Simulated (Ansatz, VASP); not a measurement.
**One calculation of Mg4CdS3, two programs**

```
CELL_PARAMETERS angstrom
3.62919 0.00000 0.00000
-1.81460 3.14297 0.00000
0.00000 0.00000 13.91122
ATOMIC_POSITIONS crystal
Mg 0.33333 0.66667 0.60912
Mg 0.66667 0.33333 0.39088
Mg 0.66667 0.33333 0.16653
Mg 0.33333 0.66667 0.83347
Cd 0.00000 0.00000 0.00000
S 0.66667 0.33333 0.72131
S 0.33333 0.66667 0.27869
S 0.00000 0.00000 0.50000
```

Change from the starting cell: built by hand: rocksalt MgS with layered Cd substitution along (111) (P-3m1, No. 164).

Alike in both runs: functional PBE; k mesh 12 × 12 × 4; occupations gaussian, width 0.1 eV; no spin polarisation.

Ansatz relaxed the structure, and its values are those at the end. VASP's run is a single point on that final structure, the one shown.

|  | VASP | Ansatz |
| --- | --- | --- |
| version | VASP 6.6.1 | Ansatz 0.2.0 |
| potentials or method | VASP PAW PBE potentials, release 64 (Mg, Cd, S), cutoff 520 eV | scalar-relativistic, plane waves, PAW |
| valence electrons in the cell | 38 | 78 |

|  | VASP | Ansatz | Ansatz less VASP |
| --- | --- | --- | --- |
| gap on the k mesh at the Fermi level (eV) | none | none | - |
| pressure (GPa) | -0.2 | 0.0 | +0.21 |
| rms of the force components (eV/Å) | 0.003 | 0.001 | -0.0016 |

A gap of «none» marks a metal or a gap that the smearing closes. VASP's potentials hold 38 valence electrons a cell and Ansatz's 78, so a difference there can come from the potentials and not from the codes.
